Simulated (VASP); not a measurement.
# Cr (Cmcm) in VASP: further runs

Cr is run at these levels: PBE; tasks: single point.

All numbers are computed with VASP 6.6.1; they aren't measurements. Logs are shortened: lines on timing, memory, paths and dates and some standing lists are left out, and cuts for length are marked.

## Step 1: The cell of the first run

It takes space group Cmcm (No. 63, orthorhombic). Conventional cell: a = 2.294 Å, b = 4.934 Å, c = 4.064 Å, α = 90.00°, β = 90.00°, γ = 90.00°. Within 3.0 Å of Cr (site symmetry m2m) lie 12 Cr at 2.29 to 2.72 Å.

## Step 2: Single point, PBE, collinear spin, ferrimagnetic start

Input file INCAR:

```
SYSTEM = Cr
  ALGO = Normal
  EDIFF = 1E-6
  ENCUT = 520
  GGA = PE
  ISIF = 2
  ISMEAR = -1
  ISPIN = 2
  LASPH = .TRUE.
  LCHARG = .TRUE.
  LELF = .TRUE.
  LMAXMIX = 4
  LORBIT = 11
  LREAL = .FALSE.
  LVHAR = .TRUE.
  LWAVE = .FALSE.
  MAGMOM = 3 -1.5
  NBANDS = 23
  NELM = 150
  PREC = Accurate
  SIGMA = 0.05
```

Input file KPOINTS:

```
k-points
0
G
  13 13 7
  0 0 0
```

Input file POSCAR:

```
Cr
1.0
    1.1470505050     -2.4670251200      0.0000000000
    1.1470505050      2.4670251200      0.0000000000
    0.0000000000      0.0000000000      4.0643107400
Cr
2
Direct
    0.8705325800      0.1294674200      0.7500000000
    0.1294674200      0.8705325800      0.2500000000
```

Potentials or basis: VASP PAW PBE potentials, release 64 (Cr_pv).

Run with:

```sh
cat potpaw_PBE.64/Cr_pv/POTCAR > POTCAR
mpirun -np 1 vasp_std > vasp.out
```

OUTCAR:

```text
SYSTEM = Cr
   EDIFF = 1E-6
   ENCUT = 520
   GGA = PE
   ISIF = 2
   ISMEAR = -1
   ISPIN = 2
   LASPH = .TRUE.
   LORBIT = 11
   LREAL = .FALSE.
   NELM = 150
   PREC = Accurate

 ion  position               nearest neighbor table
   1  0.871  0.129  0.750-   2 2.40   2 2.40   2 2.62   2 2.62   2 2.62   2 2.62
   2  0.129  0.871  0.250-   1 2.40   1 2.40   1 2.62   1 2.62   1 2.62   1 2.62

  LATTYP: Found a base centered orthorhombic cell.
 ALAT       =     2.2941010100
 B/A-ratio  =     2.1507554456
 C/A-ratio  =     1.7716354782

  Lattice vectors:

 A1 = (   1.1470505050,  -2.4670251200,   0.0000000000)
 A2 = (   1.1470505050,   2.4670251200,   0.0000000000)
 A3 = (   0.0000000000,   0.0000000000,   4.0643107400)

Analysis of symmetry for initial positions (statically):
=====================================================================
 Subroutine PRICEL returns:
 Original cell was already a primitive cell.

 Routine SETGRP: Setting up the symmetry group for a
 base centered orthorhombic supercell.

 Subroutine GETGRP returns: Found  8 space group operations
 (whereof  4 operations were pure point group operations)
 out of a pool of  8 trial point group operations.

The static configuration has the point symmetry C_2h.
 The point group associated with its full space group is D_2h.

Analysis of symmetry for dynamics (positions and initial velocities):
=====================================================================
 Subroutine PRICEL returns:
 Original cell was already a primitive cell.

 Routine SETGRP: Setting up the symmetry group for a
 base centered orthorhombic supercell.

 Subroutine GETGRP returns: Found  8 space group operations
 (whereof  4 operations were pure point group operations)
 out of a pool of  8 trial point group operations.

The dynamic configuration has the point symmetry C_2h.
 The point group associated with its full space group is D_2h.

Analysis of structural, dynamic, and magnetic symmetry:
=====================================================================
 Subroutine PRICEL returns:
 Original cell was already a primitive cell.

 Routine SETGRP: Setting up the symmetry group for a
 base centered orthorhombic supercell.

 Subroutine GETGRP returns: Found  4 space group operations
 (whereof  2 operations were pure point group operations)
 out of a pool of  8 trial point group operations.

The overall configuration has the point symmetry C_1h.
 The point group associated with its full space group is C_2v.

 Subroutine INISYM returns: Found  4 space group operations
 (whereof  2 operations are pure point group operations),
[... 119 lines left out ...]
  Thomas-Fermi vector in A             =   2.747669
   LORBIT       =     11    0 simple, 1 ext, 2 COOP (PROOUT), +10 PAW based schemes
   GGA     = PE    functional components
   LHFCALC =     F    Hartree Fock is set to
   AEXX    =    0.0000 exact exchange contribution
   IVDW    =     0    specifies the selected vdW correction
   LEPSILON=     F    determine dielectric tensor
   LRPA    =     F    only Hartree local field effects (RPA)
 spin polarized calculation
  energy-cutoff  :      520.00
  volume of cell :       23.00
 maximum number of plane-waves:       646
   NGX = 11   NGY = 11   NGZ = 15

 number of electron      23.9999987 magnetization      -0.0025819

 number of electron      23.9999987 magnetization       0.0001227

 Free energy of the ion-electron system (eV)
  ---------------------------------------------------
  ext. energy  EPLUGINS =         0.00000000
  ---------------------------------------------------
  free energy    TOTEN  =       -18.37645417 eV

  energy without entropy =      -18.35296167  energy(sigma->0) =      -18.36470792

 E-fermi :  11.0056     XC(G=0): -13.6682

 val. band max:       11.0031930889   @ k =   0.3846   0.0769   0.0000
 cond. band min:      11.0080258819   @ k =  -0.4615   0.4615   0.4286
 fundamental gap:      0.0048327930
 Fermi energy:        11.0056076133

 spin component 1

 k-point     1 :       0.0000    0.0000    0.0000
  band No.  band energies     occupation
      1     -32.4728      1.00000
      2     -31.9206      1.00000
      3     -31.6721      1.00000
      4     -31.5139      1.00000
      5     -31.4203      1.00000
      6     -31.4090      1.00000
[... 613 lines left out ...]
     22      22.8310      0.00000
     23      23.7481      0.00000

 [... further k-points ...]

 spin component 2

 k-point     1 :       0.0000    0.0000    0.0000
  band No.  band energies     occupation
      1     -32.4727      1.00000
      2     -31.9206      1.00000
      3     -31.6720      1.00000
      4     -31.5138      1.00000
      5     -31.4203      1.00000
      6     -31.4089      1.00000
[... 613 lines left out ...]
     22      22.8310      0.00000
     23      23.7481      0.00000

 [... further k-points ...]

------------------------ aborting loop because EDIFF is reached ----------------------------------------

  FORCE on cell =-STRESS in cart. coord.  units (eV):
  Direction    XX          YY          ZZ          XY          YZ          ZX
  --------------------------------------------------------------------------------------
  -------------------------------------------------------------------------------------
  Total        1.0517123      0.5805024      1.4901330      0.0000000      0.0000000      0.0000000
  in kB       73.2545380     40.4335210    103.7916920      0.0000000      0.0000000      0.0000000
  external PRESSURE =      72.4932503 kB  Pullay stress =       0.0000000 kB

 VOLUME and BASIS-vectors are now :
 -----------------------------------------------------------------------------
  energy-cutoff  :      520.00
  volume of cell :       23.00
      direct lattice vectors                 reciprocal lattice vectors
     1.147050505 -2.467025120  0.000000000     0.435900597 -0.202673250  0.000000000
     1.147050505  2.467025120  0.000000000     0.435900597  0.202673250  0.000000000
     0.000000000  0.000000000  4.064310740     0.000000000  0.000000000  0.246044179

 POSITION                                       TOTAL-FORCE (eV/Angst)
 -----------------------------------------------------------------------------------
      1.14705     -1.82823      3.04823         0.000000      0.178172      0.000000
      1.14705      1.82823      1.01608         0.000000     -0.178172      0.000000
 -----------------------------------------------------------------------------------
    total drift:                               -0.000000     -0.000011      0.000000

  FREE ENERGIE OF THE ION-ELECTRON SYSTEM (eV)
  ---------------------------------------------------
  free  energy   TOTEN  =       -18.3764541727 eV

  energy  without entropy=      -18.3529616711  energy(sigma->0) =      -18.36470792

 total charge

# of ion       s       p       d       tot
------------------------------------------
    1        0.444   6.391   4.277  11.113
    2        0.444   6.391   4.277  11.113
--------------------------------------------------
tot          0.888  12.783   8.554  22.225

 magnetization (x)

# of ion       s       p       d       tot
------------------------------------------
    1        0.000   0.000   0.001   0.001
    2       -0.000  -0.000  -0.000  -0.000
--------------------------------------------------
tot         -0.000  -0.000   0.000   0.000
```

It took 1.9 min on 1 thread of AMD EPYC 9R45 (Zen 5), shared host; peak memory 0.22 GiB.

Results:

* Free energy: -18.3765 eV
* Pressure: 7.2 GPa
* Largest force: 0.178 eV/Å
* Band gap on the k mesh: zero (filled and empty bands overlap)
* Net moment: 0.00 μB per cell
* Valence electrons inside the program's atomic spheres: Cr 11.11

Forces in eV/Å, atoms in the order of the input:
```
Cr   0.000  0.178  0.000
Cr   0.000 -0.178  0.000
```

Stress tensor (GPa, compression positive):
```
 7.33  0.00  0.00
 0.00  4.04  0.00
 0.00  0.00 10.38
```

Levels at points of the mesh, in eV from the Fermi level:
Spin up:
```
           k point  band 9  band 10  band 11  band 12  band 13  band 14  band 15  band 16
(0.00, 0.00, 0.00)   -2.16    -1.94    -0.87     0.18     1.01     1.02     1.06     1.71
```
Spin down:
| k point | band 10 | band 11 | band 12 | band 13 | band 14 | band 15 |
| --- | --- | --- | --- | --- | --- | --- |
| (0.00, 0.00, 0.00) | -1.94 | -0.87 | 0.18 | 1.01 | 1.02 | 1.06 |

Caveat: the starting moments collapsed, and a magnetic state may lie lower.

## Step 3: Single point, PBE, collinear spin, ferromagnetic start

This run uses another cell than the first one, of 11.97 Å³/atom, 1.040 times its volume.

Input file INCAR:

```
SYSTEM = Cr
PREC = Accurate
ENCUT = 520
EDIFF = 1E-7
ISMEAR = -1
SIGMA = 0.05
LREAL = .FALSE.
LASPH = .TRUE.
NELM = 150
ALGO = Normal
ISIF = 2
LWAVE = .FALSE.
LCHARG = .FALSE.
ISPIN = 2
MAGMOM = 3 3
LORBIT = 11
LMAXMIX = 4
GGA = PE
NBANDS = 23
```

Input file KPOINTS:

```
regular mesh
0
G
  10 10 5
  0 0 0
```

Input file POSCAR:

```
Cr
1.0
    1.1699915151     -2.5163656224      0.0000000000
    1.1699915151      2.5163656224      0.0000000000
    0.0000000000      0.0000000000      4.0643107400
Cr
2
Direct
    0.8705325800      0.1294674200      0.7500000000
    0.1294674200      0.8705325800      0.2500000000
```

Potentials or basis: VASP PAW PBE potentials, release 64 (Cr_pv).

Run with:

```sh
cat potpaw_PBE.64/Cr_pv/POTCAR > POTCAR
mpirun -np 1 vasp_std > vasp.out
```

Run time: 1.8 min. Hardware: 1 thread of Intel Xeon Platinum 8375C at 2.90GHz (Ice Lake), shared host; peak memory 0.2 GiB.

Results (log left out):

```yaml
Free_energy: -18.3839 eV
Pressure: -2.6 GPa
Largest_force: 0.128 eV/Å
Band_gap_on_the_k_mesh: zero (filled and empty bands overlap)
Net_moment: 0.00 μB per cell
Valence_electrons_inside_the_program's_atomic_spheres: Cr 11.03
```

Forces in eV/Å, atoms in the order of the input:
```
Cr   0.000  0.128  0.000
Cr   0.000 -0.128  0.000
```

Stress tensor (GPa, compression positive):
```
-5.68  0.00  0.00
 0.00 -5.14  0.00
 0.00  0.00  3.02
```

Levels at points of the mesh, in eV from the Fermi level:
Spin up:
| k point | band 8 | band 9 | band 10 | band 11 | band 12 | band 13 | band 14 | band 15 | band 16 | band 17 |
| --- | --- | --- | --- | --- | --- | --- | --- | --- | --- | --- |
| (0.00, 0.00, 0.00) | -4.16 | -2.06 | -1.80 | -0.95 | 0.32 | 0.92 | 0.96 | 1.15 | 1.55 | 1.70 |
| (0.50, 0.00, 0.00) | -3.66 | -3.56 | -1.33 | -0.41 | 0.08 | 0.29 | 1.67 | 1.99 | 2.08 | 4.11 |
| (0.50, 0.50, 0.00) | -3.42 | -2.46 | -2.41 | -1.78 | -1.30 | 0.43 | 1.86 | 2.39 | 2.59 | 3.58 |
Spin down:
```csv
k point,band 9,band 10,band 11,band 12,band 13,band 14,band 15,band 16
"(0.00, 0.00, 0.00)",-2.06,-1.80,-0.95,0.32,0.92,0.96,1.15,1.55
"(0.50, 0.00, 0.00)",-3.56,-1.33,-0.41,0.08,0.29,1.67,1.99,2.08
"(0.50, 0.50, 0.00)",-2.46,-2.41,-1.78,-1.30,0.43,1.86,2.39,2.59
```

Caveat: the starting moments collapsed, and a magnetic state may lie lower.

## Step 4: Single point, PBE, collinear spin, ferromagnetic start

This run uses another cell than the first one, of 12.44 Å³/atom, 1.082 times its volume.

Input file INCAR:

```
SYSTEM = Cr
  PREC = Accurate
  ENCUT = 520
  EDIFF = 1E-7
  ISMEAR = -1
  SIGMA = 0.05
  LREAL = .False.
  LASPH = .True.
  NELM = 150
  ALGO = Fast
  ISIF = 2
  LWAVE = .False.
  LCHARG = .True.
  ISPIN = 2
  MAGMOM = 3 3
  LORBIT = 11
  LMAXMIX = 4
  GGA = PE
  LELF = .True.
  LVHAR = .True.
  NBANDS = 23
```

Input file KPOINTS:

```
regular mesh
0
Gamma
  10 10 5
  0 0 0
```

Input file POSCAR:

```
Cr
1.0
    1.1929325252     -2.5657061248      0.0000000000
    1.1929325252      2.5657061248      0.0000000000
    0.0000000000      0.0000000000      4.0643107400
Cr
2
Direct
    0.8705325800      0.1294674200      0.7500000000
    0.1294674200      0.8705325800      0.2500000000
```

Potentials or basis: VASP PAW PBE potentials, release 64 (Cr_pv).

Run with:

```sh
cat potpaw_PBE.64/Cr_pv/POTCAR > POTCAR
mpirun -np 1 vasp_std > vasp.out
```

OUTCAR:

```text
SYSTEM = Cr
   PREC = Accurate
   ENCUT = 520
   EDIFF = 1E-7
   ISMEAR = -1
   LREAL = .False.
   LASPH = .True.
   NELM = 150
   ISIF = 2
   ISPIN = 2
   LORBIT = 11
   GGA = PE

 ion  position               nearest neighbor table
   1  0.871  0.129  0.750-   2 2.43   2 2.43   2 2.66   2 2.66   2 2.66   2 2.66
   2  0.129  0.871  0.250-   1 2.43   1 2.43   1 2.66   1 2.66   1 2.66   1 2.66

  LATTYP: Found a base centered orthorhombic cell.
 ALAT       =     2.3858650504
 B/A-ratio  =     2.1507554456
 C/A-ratio  =     1.7034956522

  Lattice vectors:

 A1 = (   1.1929325252,  -2.5657061248,   0.0000000000)
 A2 = (   1.1929325252,   2.5657061248,   0.0000000000)
 A3 = (   0.0000000000,   0.0000000000,   4.0643107400)

Analysis of symmetry for initial positions (statically):
=====================================================================
 Subroutine PRICEL returns:
 Original cell was already a primitive cell.

 Routine SETGRP: Setting up the symmetry group for a
 base centered orthorhombic supercell.

 Subroutine GETGRP returns: Found  8 space group operations
 (whereof  4 operations were pure point group operations)
 out of a pool of  8 trial point group operations.

The static configuration has the point symmetry C_2h.
 The point group associated with its full space group is D_2h.

Analysis of symmetry for dynamics (positions and initial velocities):
=====================================================================
 Subroutine PRICEL returns:
 Original cell was already a primitive cell.

 Routine SETGRP: Setting up the symmetry group for a
 base centered orthorhombic supercell.

 Subroutine GETGRP returns: Found  8 space group operations
 (whereof  4 operations were pure point group operations)
 out of a pool of  8 trial point group operations.

The dynamic configuration has the point symmetry C_2h.
 The point group associated with its full space group is D_2h.

Analysis of structural, dynamic, and magnetic symmetry:
=====================================================================
[... 157 lines left out ...]
  ---------------------------------------------------
  free energy    TOTEN  =       -18.32469176 eV

  energy without entropy =      -18.30232146  energy(sigma->0) =      -18.31350661

 E-fermi :   9.9436     XC(G=0): -13.2181

 val. band max:        9.9413877788   @ k =   0.4000   0.1000   0.2000
 cond. band min:       9.9627644348   @ k =   0.5000   0.2000   0.2000
 fundamental gap:      0.0213766560
 Fermi energy:         9.9435640632

 spin component 1

 k-point     1 :       0.0000    0.0000    0.0000
  band No.  band energies     occupation
      1     -33.4659      1.00000
      2     -33.0763      1.00000
      3     -32.8384      1.00000
      4     -32.6705      1.00000
      5     -32.6600      1.00000
      6     -32.6556      1.00000
[... 613 lines left out ...]
     22      22.1937      0.00000
     23      22.5678      0.00000

 [... further k-points ...]

 spin component 2

 k-point     1 :       0.0000    0.0000    0.0000
  band No.  band energies     occupation
      1     -33.4659      1.00000
      2     -33.0763      1.00000
      3     -32.8384      1.00000
      4     -32.6705      1.00000
      5     -32.6599      1.00000
      6     -32.6556      1.00000
[... 613 lines left out ...]
     22      22.1937      0.00000
     23      22.5678      0.00000

 [... further k-points ...]

------------------------ aborting loop because EDIFF is reached ----------------------------------------

  FORCE on cell =-STRESS in cart. coord.  units (eV):
  Direction    XX          YY          ZZ          XY          YZ          ZX
  --------------------------------------------------------------------------------------
  -------------------------------------------------------------------------------------
  Total       -2.4026895     -2.0817237     -0.3924535      0.0000000      0.0000000      0.0000000
  in kB     -154.7278674   -134.0583807    -25.2731348      0.0000000      0.0000000      0.0000000
  external PRESSURE =    -104.6864610 kB  Pullay stress =       0.0000000 kB

 VOLUME and BASIS-vectors are now :
 -----------------------------------------------------------------------------
  energy-cutoff  :      520.00
  volume of cell :       24.88
      direct lattice vectors                 reciprocal lattice vectors
     1.192932525 -2.565706125  0.000000000     0.419135189 -0.194878125  0.000000000
     1.192932525  2.565706125  0.000000000     0.419135189  0.194878125  0.000000000
     0.000000000  0.000000000  4.064310740     0.000000000  0.000000000  0.246044179

 POSITION                                       TOTAL-FORCE (eV/Angst)
 -----------------------------------------------------------------------------------
      1.19293     -1.90136      3.04823         0.000000      0.081273      0.000000
      1.19293      1.90136      1.01608         0.000000     -0.081273     -0.000000
 -----------------------------------------------------------------------------------
    total drift:                                0.000000     -0.000000      0.000000

  FREE ENERGIE OF THE ION-ELECTRON SYSTEM (eV)
  ---------------------------------------------------
  free  energy   TOTEN  =       -18.3246917572 eV

  energy  without entropy=      -18.3023214566  energy(sigma->0) =      -18.31350661

 total charge

# of ion       s       p       d       tot
------------------------------------------
    1        0.419   6.346   4.187  10.952
    2        0.419   6.346   4.187  10.952
--------------------------------------------------
tot          0.838  12.691   8.375  21.904

 magnetization (x)

# of ion       s       p       d       tot
------------------------------------------
    1       -0.000   0.000   0.000   0.000
    2       -0.000   0.000   0.000   0.000
--------------------------------------------------
tot         -0.000   0.000   0.000   0.000
```

Run time: 1.7 min. Hardware: 1 thread of Intel Xeon Platinum 8375C at 2.90GHz (Ice Lake), shared host; peak memory 0.21 GiB.

Results:

```yaml
Free_energy: -18.3247 eV
Pressure: -10.5 GPa
Largest_force: 0.081 eV/Å
Band_gap_on_the_k_mesh: zero (filled and empty bands overlap)
Net_moment: 0.00 μB per cell
Valence_electrons_inside_the_program's_atomic_spheres: Cr 10.95
```

Forces on the atoms (eV/Å):
```
Cr   0.000  0.081  0.000
Cr   0.000 -0.081  0.000
```

Levels at points of the mesh, in eV from the Fermi level:
Spin up:
| k point | band 8 | band 9 | band 10 | band 11 | band 12 | band 13 | band 14 | band 15 | band 16 | band 17 |
| --- | --- | --- | --- | --- | --- | --- | --- | --- | --- | --- |
| (0.00, 0.00, 0.00) | -3.98 | -1.95 | -1.67 | -1.01 | 0.45 | 0.85 | 0.88 | 1.29 | 1.42 | 1.57 |
| (0.50, 0.00, 0.00) | -3.43 | -3.37 | -1.32 | -0.52 | 0.13 | 0.33 | 1.51 | 1.92 | 1.93 | 3.87 |
| (0.50, 0.50, 0.00) | -3.37 | -2.38 | -2.31 | -1.62 | -1.17 | 0.33 | 1.68 | 2.23 | 2.46 | 3.32 |
Spin down:
```
           k point  band 8  band 9  band 10  band 11  band 12  band 13  band 14  band 15  band 16  band 17
(0.00, 0.00, 0.00)   -3.98   -1.95    -1.67    -1.01     0.45     0.85     0.88     1.29     1.42     1.57
(0.50, 0.00, 0.00)   -3.43   -3.37    -1.32    -0.52     0.13     0.33     1.51     1.92     1.93     3.87
(0.50, 0.50, 0.00)   -3.37   -2.38    -2.31    -1.62    -1.17     0.33     1.68     2.23     2.46     3.32
```

Caveat: the starting moments collapsed, and a magnetic state may lie lower.
